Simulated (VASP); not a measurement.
Set up this calculation in VASP 6.6.1, as the native input.

| Property | Result |
| --- | --- |
| Task | relaxation of cell and atoms |
| Functional | PBE |
| Potentials or basis | VASP PAW PBE potentials, release 64 (Cs_sv, Tl_d) |
| Cutoff | 600 eV |
| k mesh | 10 × 10 × 10 |
| Occupations | gaussian, width 0.1 eV |
| Spin | no spin polarisation |
| Dipole correction | no |
| Further INCAR settings | ALGO = Normal; EDIFF = 1e-06; IBRION = 2; EDIFFG = -0.01; NSW = 100; ISIF = 3 |

The structure of CsTl3 lies in POSCAR:

```
CsTl3
1.0
    5.3637218200      0.0000000000      0.0000000000
    0.0000000000      5.3637218200      0.0000000000
    0.0000000000      0.0000000000      5.3637218200
Cs Tl
1 3
Direct
    0.0000000000      0.0000000000      0.0000000000
    0.5000000000      0.5000000000      0.0000000000
    0.5000000000      0.0000000000      0.5000000000
    0.0000000000      0.5000000000      0.5000000000
```

One way to write it, as run:

INCAR

```
SYSTEM = CsTl3
  PREC = Accurate
  ENCUT = 600
  EDIFF = 1E-6
  ISMEAR = 0
  SIGMA = 0.1
  LREAL = .FALSE.
  LASPH = .TRUE.
  NELM = 100
  ALGO = Normal
  ISIF = 3
  LWAVE = .FALSE.
  LCHARG = .FALSE.
  GGA = PE
  IBRION = 2
  NSW = 100
  EDIFFG = -0.01
```

KPOINTS

```
Automatic mesh
0
G
  10 10 10
  0 0 0
```

Potentials or basis: VASP PAW PBE potentials, release 64 (Cs_sv, Tl_d).

Run with:

```bash
$ cat potpaw_PBE.64/Cs_sv/POTCAR potpaw_PBE.64/Tl_d/POTCAR > POTCAR
$ mpirun -np 1 vasp_std > vasp.out
```

Results of the run:

```
Relaxed volume                         : 39.51 Å³/atom
Relaxed cell                           : a = 5.407 Å, b = 5.407 Å, c = 5.407 Å, α = 90.00°, β = 90.00°, γ = 90.00°
Space group after relaxing (to 0.05 Å) : Pm-3m (No. 221)
Energy gained by relaxing              : 1.1 meV/atom
Ionic steps                            : 3
Pressure after relaxing                : 0.0 GPa
Band gap on the k mesh                 : zero (band 24 reaches 4.53 eV, above the bottom of band 25 at 3.49 eV)
```

Caveat: spin-orbit coupling is left out, which moves the levels of the heavy elements.

It took 6.5 min on 1 thread of Intel(R) Xeon(R) Platinum 8259CL CPU @ 2.50GHz (Skylake/Cascade Lake), with other jobs on the host, peak memory 0.51 GiB.
